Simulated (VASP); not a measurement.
## Si5C19: single point with PBE

Crystal: Si5C19.

```xyz
24
Lattice="-3.8497 -3.8498 0.0001 0.0000 3.8496 3.8497 -4.2550 4.2552 -4.2552" Properties=species:S:1:pos:R:3 pbc="T T T"
C    -3.9967    0.1536    3.5223
C    -5.8642    0.0650   -1.9812
C    -3.9082    2.0214   -1.9813
C    -4.1161    0.2732   -0.0698
C    -2.0613    2.0680   -0.1346
C    -2.2541    0.1536    1.7798
C    -3.9967   -1.5889    1.7798
C    -5.9232    2.0800   -0.1465
C    -3.9082    3.9148   -0.0879
C    -4.1161    2.0033    1.6603
C    -1.9965    4.1229    1.6602
C    -4.9943    1.1513   -1.0592
C    -2.9568    2.9635   -1.0300
C    -3.0890    1.1285    0.8050
C    -4.9715   -0.7540    0.8050
C    -7.4504    3.6075   -1.6741
C    -4.9943    2.9926    0.7822
C    -2.9861    5.0010    0.7822
C    -4.9715    1.1285    2.6874
Si   -6.2522    2.4083   -4.3245
Si   -4.9287    3.3330   -3.0023
Si   -7.1757    1.0853   -3.0015
Si   -4.9287    4.9357   -1.3995
Si   -3.1884   -0.6545   -1.2617
```

```json
{
  "Program": "VASP 6.6.1",
  "Task": "single point",
  "Functional": "PBE",
  "Potentials or basis": "VASP PAW PBE potentials, release 64 (C, Si)",
  "Cutoff": "520 eV",
  "k mesh": "3 × 3 × 2, shifted",
  "Occupations": "gaussian, width 0.1 eV",
  "Spin": "no spin polarisation"
}
```

| Property | Result |
| --- | --- |
| Pressure | 0.1 GPa |
| Largest force | 0.038 eV/Å |
| Band gap on the k mesh | zero (bands 48 and 49 overlap by 0.48 eV) |

Forces on the atoms (eV/Å):
```
C   -0.004  0.004  0.019
C    0.003  0.006 -0.008
C   -0.007 -0.009 -0.005
C    0.011 -0.007 -0.020
C    0.007 -0.008  0.009
C    0.018  0.005 -0.003
C   -0.010 -0.018 -0.011
C    0.000 -0.003 -0.003
C   -0.010  0.008  0.004
C    0.013  0.021  0.009
C   -0.021 -0.009  0.011
C   -0.004  0.005 -0.015
C   -0.004  0.005 -0.001
C    0.005  0.000  0.002
C    0.002 -0.002  0.002
C    0.010 -0.011  0.010
C   -0.004  0.018 -0.005
C   -0.014  0.006 -0.007
C    0.000  0.001  0.006
Si   0.022 -0.022  0.021
Si  -0.005  0.004 -0.004
Si  -0.005  0.005 -0.005
Si  -0.004  0.004 -0.005
Si   0.001 -0.001  0.001
```

Levels at points of the mesh, in eV from the Fermi level:
```csv
k point,band 44,band 45,band 46,band 47,band 48,band 49,band 50,band 51,band 52,band 53
"(0.00, 0.00, 0.25)",-1.95,-1.95,-1.40,-1.17,0.48,0.48,1.05,1.83,1.83,2.26
```

Run time: 67 s on 1 thread of Intel(R) Xeon(R) 6975P-C (Granite Rapids), with other jobs on the host, peak memory 0.29 GiB.

Caveat: the k points lie up to 0.44 Å⁻¹ apart; semilocal functionals underestimate gaps, and a narrow one can read as zero.
